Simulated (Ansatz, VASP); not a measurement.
## LiCu3S4: VASP beside Ansatz

Contents of POSCAR:

```
LiCu3S4
1.0
    0.0000000000      5.2662380000      0.0000000000
    5.2662380000      0.0000000000      0.0000000000
    2.6331190000      2.6331190000     -5.2467950000
Cu Li S
3 1 4
Direct
    0.5000000000      0.5000000000      0.0000000000
    0.7500000000      0.2500000000      0.5000000000
    0.2500000000      0.7500000000      0.5000000000
    0.0000000000      0.0000000000      0.0000000000
    0.6108100000      0.6108100000      0.2625800000
    0.3891900000      0.8733900000      0.7374200000
    0.1266100000      0.1266100000      0.2625800000
    0.8733900000      0.3891900000      0.7374200000
```

The input INCAR.step1:

```
PREC = Accurate
ENCUT = 520
ISMEAR = -1
SIGMA = 0.1
LREAL = False
LASPH = True
NELM = 80
NBANDS = 40
GGA = PE
ALGO = Normal
EDIFF = 1E-4
LWAVE = True
LCHARG = False
```

INCAR.step2

```
PREC = Accurate
ENCUT = 520
EDIFF = 1E-6
ISMEAR = -1
SIGMA = 0.1
LREAL = False
LASPH = True
NELM = 80
ALGO = Normal
ISIF = 2
LWAVE = False
LCHARG = True
METAGGA = R2SCAN
LMIXTAU = True
LELF = True
LVHAR = True
NBANDS = 40
ISTART = 1
```

KPOINTS

```
Automatic mesh
0
Gamma
  7 7 7
```

Input for Ansatz:

```yaml
crystal:
  lattice:
    - [0.0, 5.266238, 0.0]
    - [5.266238, 0.0, 0.0]
    - [2.633119, 2.633119, -5.246795]
  atoms:
    - { symbol: Cu, position: [0.5, 0.5, 0.0] }
    - { symbol: Li, position: [0.0, 0.0, 0.0] }
    - { symbol: S, position: [0.61081, 0.61081, 0.26258] }
    - { symbol: S, position: [0.38919, 0.87339, 0.73742] }
    - { symbol: S, position: [0.12661, 0.12661, 0.26258] }
    - { symbol: S, position: [0.87339, 0.38919, 0.73742] }
    - { symbol: Cu, position: [0.75, 0.25, 0.5] }
    - { symbol: Cu, position: [0.25, 0.75, 0.5] }
  symmetry: { tolerance: 0.0003 }
kpoints:
  mp_grid: { grid: [7, 7, 7], shift: [0, 0, 0] }
  band_path:
    path:
      - [0.0, 0.0, 0.0]
      - [0.5, 0.5, 0.5]
      - [0.5, 0.5, 0.25]
      - [0.0, 0.5, 0.0]
      - [0.0, 0.0, 0.0]
      - [0.0, 0.0, -0.5]
      - [0.0, 0.37407186, -0.31296407]
      - [0.0, 0.62592814, 0.31296407]
      - [0.0, 0.0, 0.0]
      - [0.5, 0.5, 0.5]
      - [0.37407186, 0.62592814, 0.5]
    npoints: 6
magnetization:
  spin_polarized: false
scf:
  occupations: { method: fermi_dirac }
  lower_state_search: "off"
  max_iter: 200
hamiltonian:
  pseudopotentials: { kind: paw }
  xc: r2scan
basis:
  ecutwfc: 500
  fft_grid_basis: typed
output:
  forces: true
  stress: true
  eigenvalues: true
  bader: true
  populations: true
  elf: true
  write_potential: true
  volumetric_format: npy
  dos:
    e_range: [-12, 8]
    de: 0.05
    projected: { site_lists: { Cu: [Cu], Li: [Li], S: [S] } }
checkpoint:
  read: saved_state
```

Alike in both runs: task single point; functional r2SCAN; k mesh 7 × 7 × 7; no spin polarisation.

|  | VASP | Ansatz |
| --- | --- | --- |
| version | VASP 6.6.1 | Ansatz 0.2.0 |
| potentials or method | VASP PAW PBE potentials, release 64 (Cu, Li_sv, S), cutoff 520 eV | PAW plane waves |
| occupations | fermi-dirac, width 0.1 eV | fermi-dirac |
| valence electrons in the cell | 60 | 84 |

VASP gave:

```
rms of the force components (eV/Å) : 0.157
```

Q: What did Ansatz give for the same quantities?

A: rms of the force components (eV/Å): 0.161.

VASP's potentials were made for PBE, not for r2SCAN. VASP's potentials hold 60 valence electrons a cell and Ansatz's 84, so a difference there can come from the potentials and not from the codes.

Noted on VASP's run: the cutoff is under 1.25 times that of the potentials, so the pressure is a little rough.
